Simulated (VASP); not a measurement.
# Mg4Se (P6/mmm) in VASP: further runs, part 2 of 2

VASP 6.6.1. Earlier steps stand in the parts before.

### Step 3. Single point, PBE

This run uses another cell than the first one, of 35.09 Å³/atom, 1.526 times its volume.

INCAR

```
SYSTEM = Mg4Se
PREC     = Accurate       ! precision mode
ENCUT    = 520            ! plane-wave cutoff, eV
EDIFF    = 1E-6           ! SCF threshold, eV
ISMEAR   = 0              ! smearing method
SIGMA    = 0.1            ! smearing width, eV
LREAL    = .FALSE.        ! projectors in reciprocal space
LASPH    = .TRUE.         ! aspherical terms in the spheres
NELM     = 60             ! most SCF steps
ALGO     = Normal         ! electronic algorithm
ISIF     = 2              ! what is computed and relaxed
LWAVE    = .FALSE.        ! write WAVECAR
LCHARG   = .FALSE.        ! write CHGCAR
GGA      = PE             ! functional
NBANDS   = 15             ! bands
```

KPOINTS

```
Automatic mesh
0
G
  6 6 4
  0 0 0
```

POSCAR

```
Mg4Se
1.0
    5.1591735635      0.0000000000      0.0000000000
   -2.5795867817      4.4679753685      0.0000000000
    0.0000000000      0.0000000000      7.6114639501
Mg Se
4 1
Direct
    0.3333333333      0.6666666667      0.0000000000
    0.6666666667      0.3333333333      0.0000000000
    0.0000000000      0.0000000000      0.8133399500
    0.0000000000      0.0000000000      0.1866600500
    0.0000000000      0.0000000000      0.5000000000
```

Potentials or basis: VASP PAW PBE potentials, release 64 (Mg, Se).

Launch:

```bash
$ cat potpaw_PBE.64/Mg/POTCAR potpaw_PBE.64/Se/POTCAR > POTCAR
$ mpirun -np 1 vasp_std > vasp.out
```

OUTCAR:

```text
SYSTEM = Mg4Se
   PREC = Accurate
   ENCUT = 520
   EDIFF = 1E-6
   ISMEAR = 0
   LREAL = .FALSE.
   LASPH = .TRUE.
   NELM = 60
   ISIF = 2
   GGA = PE

 ion  position               nearest neighbor table
   1  0.333  0.667  0.000-   2 2.98   2 2.98   2 2.98   4 3.30   3 3.30   4 3.30   3 3.30   4 3.30
                             3 3.30
   2  0.667  0.333  0.000-   1 2.98   1 2.98   1 2.98   4 3.30   3 3.30   3 3.30   4 3.30   3 3.30
                             4 3.30
   3  0.000  0.000  0.813-   5 2.38   4 2.84   1 3.30   2 3.30   1 3.30   2 3.30   2 3.30   1 3.30

   4  0.000  0.000  0.187-   5 2.38   3 2.84   1 3.30   2 3.30   1 3.30   2 3.30   2 3.30   1 3.30

   5  0.000  0.000  0.500-   3 2.38   4 2.38

  LATTYP: Found a hexagonal cell.
 ALAT       =     5.1591735635
 C/A-ratio  =     1.4753262042

  Lattice vectors:

 A1 = (   5.1591735635,   0.0000000000,   0.0000000000)
 A2 = (  -2.5795867817,   4.4679753685,   0.0000000000)
 A3 = (   0.0000000000,   0.0000000000,   7.6114639501)

Analysis of symmetry for initial positions (statically):
=====================================================================
 Subroutine PRICEL returns:
 Original cell was already a primitive cell.

 Routine SETGRP: Setting up the symmetry group for a
 hexagonal supercell.

 Subroutine GETGRP returns: Found 24 space group operations
 (whereof 24 operations were pure point group operations)
 out of a pool of 24 trial point group operations.

The static configuration has the point symmetry D_6h.

Analysis of symmetry for dynamics (positions and initial velocities):
=====================================================================
 Subroutine PRICEL returns:
 Original cell was already a primitive cell.

 Routine SETGRP: Setting up the symmetry group for a
 hexagonal supercell.

 Subroutine GETGRP returns: Found 24 space group operations
 (whereof 24 operations were pure point group operations)
 out of a pool of 24 trial point group operations.

The dynamic configuration has the point symmetry D_6h.

 Subroutine INISYM returns: Found 24 space group operations
 (whereof 24 operations are pure point group operations),
 and found     1 'primitive' translations

----------------------------------------------------------------------------------------

                                     Primitive cell

  volume of cell :     175.4523

  direct lattice vectors                    reciprocal lattice vectors
     5.159173563  0.000000000  0.000000000     0.193829494  0.111907510  0.000000000
    -2.579586782  4.467975369  0.000000000     0.000000000  0.223815021  0.000000000
     0.000000000  0.000000000  7.611463950     0.000000000  0.000000000  0.131380771

  length of vectors
     5.159173563  5.159173563  7.611463950     0.223815021  0.223815021  0.131380771

  position of ions in fractional coordinates (direct lattice)
     0.333333333  0.666666667  0.000000000
     0.666666667  0.333333333  0.000000000
     0.000000000  0.000000000  0.813339950
     0.000000000  0.000000000  0.186660050
     0.000000000  0.000000000  0.500000000

  ion indices of the primitive-cell ions
   primitive index   ion index
[... 56 lines left out ...]
   number of dos      NEDOS =    301   number of ions     NIONS =      5
   total plane-waves  NPLWV =  96000
   dimension x,y,z NGX =    40 NGY =   40 NGZ =   60
   dimension x,y,z NGXF=    80 NGYF=   80 NGZF=  120
   ions per type =               4   1
   NGX,Y,Z   is equivalent  to a cutoff of  12.89, 12.89, 13.10 a.u.
   NGXF,Y,Z  is equivalent  to a cutoff of  25.78, 25.78, 26.21 a.u.
 SYSTEM =  Mg4Se
   PREC   = accura    normal or accurate (medium, high low for compatibility)
   ISTART =      0    job   : 0-new  1-cont  2-samecut
   ICHARG =      2    charge: 1-file 2-atom 10-const
   ISPIN  =      1    spin polarized calculation?
   LNONCOLLINEAR =      F non collinear calculations
   LSORBIT =      F    spin-orbit coupling
   LASPH  =      T    aspherical Exc in radial PAW
   ENCUT  =  520.0 eV  38.22 Ry    6.18 a.u.   9.59  9.59 14.15*2*pi/ulx,y,z
   NELM   =     60;   NELMIN=  2; NELMDL= -5     # of ELM steps
   EDIFF  = 0.1E-05   stopping-criterion for ELM
   LREAL  =      F    real-space projection
   EDIFFG = 0.1E-04   stopping-criterion for IOM
   NSW    =      0    number of steps for IOM
   IBRION =     -1    ionic relax: 0-MD 1-quasi-New 2-CG
   NFREE  =      0    steps in history (QN), initial steepest desc. (CG)
   ISIF   =      2    stress and relaxation
   ISYM   =      2    0-nonsym 1-usesym 2-fastsym
   POTIM  = 0.5000    time-step for ionic-motion
   TEBEG  =    0.0;   TEEND  =   0.0 temperature during run
   PSTRESS=    0.0 pullay stress
   NELECT =      14.0000    total number of electrons
   NUPDOWN=      -1.0000    fix difference up-down
   EMIN   =  10.00;   EMAX   =-10.00  energy-range for DOS
   EFERMI =   0.00;   METHOD = LEGACY
   ISMEAR =     0;   SIGMA  =   0.10  broadening in eV -4-tet -1-fermi 0-gaus
   EFERMI_NEDOS =   21; number of points for ismear=-14 and -15
   IALGO  =     38    algorithm
   IMIX   =      4    mixing-type and parameters
     AMIX     =   0.40;   BMIX     =  1.00
     AMIX_MAG =   1.60;   BMIX_MAG =  1.00
  volume/ion in A,a.u.               =      35.09       236.80
  Fermi-wavevector in a.u.,A,eV,Ry     =   0.704798  1.331875  6.758555  0.496740
  Thomas-Fermi vector in A             =   1.790136
   LORBIT       =      0    0 simple, 1 ext, 2 COOP (PROOUT), +10 PAW based schemes
   GGA     = PE    functional components
   LHFCALC =     F    Hartree Fock is set to
   AEXX    =    0.0000 exact exchange contribution
   IVDW    =     0    specifies the selected vdW correction
   LEPSILON=     F    determine dielectric tensor
   LRPA    =     F    only Hartree local field effects (RPA)
 non-spin polarized calculation
 Gauss-broadening in eV      SIGMA  =   0.10
  energy-cutoff  :      520.00
  volume of cell :      175.45
 maximum number of plane-waves:      4780
 NGX is ok and might be reduce to    40
   NGX = 19   NGY = 19   NGZ = 29

 number of electron      13.9999999 magnetization

 Free energy of the ion-electron system (eV)
  ---------------------------------------------------
  ext. energy  EPLUGINS =         0.00000000
  ---------------------------------------------------
  free energy    TOTEN  =        -8.92866359 eV

  energy without entropy =       -8.91951367  energy(sigma->0) =       -8.92408863

 E-fermi :   0.2270     XC(G=0):  -6.9012

 val. band max:        0.1238700801   @ k =   0.5000   0.0000   0.0000
 cond. band min:       0.2459273792   @ k =   0.3333   0.0000   0.0000
 fundamental gap:      0.1220572991
 Fermi energy:         0.2269684259

 k-point     1 :       0.0000    0.0000    0.0000
  band No.  band energies     occupation
      1     -11.3970      2.00000
      2      -5.3815      2.00000
      3      -3.4493      2.00000
      4      -0.5640      2.00000
      5      -0.5640      2.00000
      6       0.2720      0.52417
      7       1.4936      0.00000
      8       1.4936      0.00000
      9       1.5096      0.00000
     10       1.5096      0.00000
     11       2.2141      0.00000
     12       3.2605      0.00000
     13       3.5617      0.00000
     14       4.5679      0.00000
[... 347 lines left out ...]
      2      -3.9536      2.00000
      3      -2.7882      2.00000
      4      -2.7882      2.00000
      5      -1.8601      2.00000
      6      -1.1325      2.00000
      7      -1.1325      2.00000
      8       1.1685      0.00000
      9       1.8934      0.00000
     10       1.8934      0.00000
     11       3.9777      0.00000
     12       4.3038      0.00000
     13       4.3038      0.00000
     14       5.1203      0.00000
     15       5.1203      0.00000

------------------------ aborting loop because EDIFF is reached ----------------------------------------

  FORCE on cell =-STRESS in cart. coord.  units (eV):
  Direction    XX          YY          ZZ          XY          YZ          ZX
  --------------------------------------------------------------------------------------
  -------------------------------------------------------------------------------------
  Total        0.0213295      0.0213295     -0.0304647      0.0000000      0.0000000      0.0000000
  in kB        0.1947749      0.1947749     -0.2781941      0.0000000      0.0000000      0.0000000
  external PRESSURE =       0.0371186 kB  Pullay stress =       0.0000000 kB

 VOLUME and BASIS-vectors are now :
 -----------------------------------------------------------------------------
  energy-cutoff  :      520.00
  volume of cell :      175.45
      direct lattice vectors                 reciprocal lattice vectors
     5.159173563  0.000000000  0.000000000     0.193829494  0.111907510  0.000000000
    -2.579586782  4.467975369  0.000000000     0.000000000  0.223815021  0.000000000
     0.000000000  0.000000000  7.611463950     0.000000000  0.000000000  0.131380771

 POSITION                                       TOTAL-FORCE (eV/Angst)
 -----------------------------------------------------------------------------------
     -0.00000      2.97865      0.00000        -0.000000      0.000000     -0.000000
      2.57959      1.48933      0.00000         0.000000     -0.000000      0.000000
      0.00000      0.00000      6.19071        -0.000000      0.000000     -0.008655
      0.00000      0.00000      1.42076        -0.000000      0.000000      0.008655
      0.00000      0.00000      3.80573         0.000000      0.000000      0.000000
 -----------------------------------------------------------------------------------
    total drift:                               -0.000000      0.000000      0.000000

  FREE ENERGIE OF THE ION-ELECTRON SYSTEM (eV)
  ---------------------------------------------------
  free  energy   TOTEN  =        -8.9286635858 eV

  energy  without entropy=       -8.9195136725  energy(sigma->0) =       -8.92408863
```

Run time: 38 s. Hardware: 1 thread of Intel Xeon Platinum 8488C (Sapphire Rapids), shared host; peak memory 0.32 GiB.

Results:

* Free energy: -8.9287 eV
* Pressure: 0.0 GPa
* Largest force: 0.009 eV/Å
* Band gap on the k mesh: zero (band 7 reaches 1.49 eV, above the bottom of band 8 at -0.07 eV)

Forces on the atoms (eV/Å):
```
Mg   0.000  0.000  0.000
Mg   0.000  0.000  0.000
Mg   0.000  0.000 -0.009
Mg   0.000  0.000  0.009
Se   0.000  0.000  0.000
```
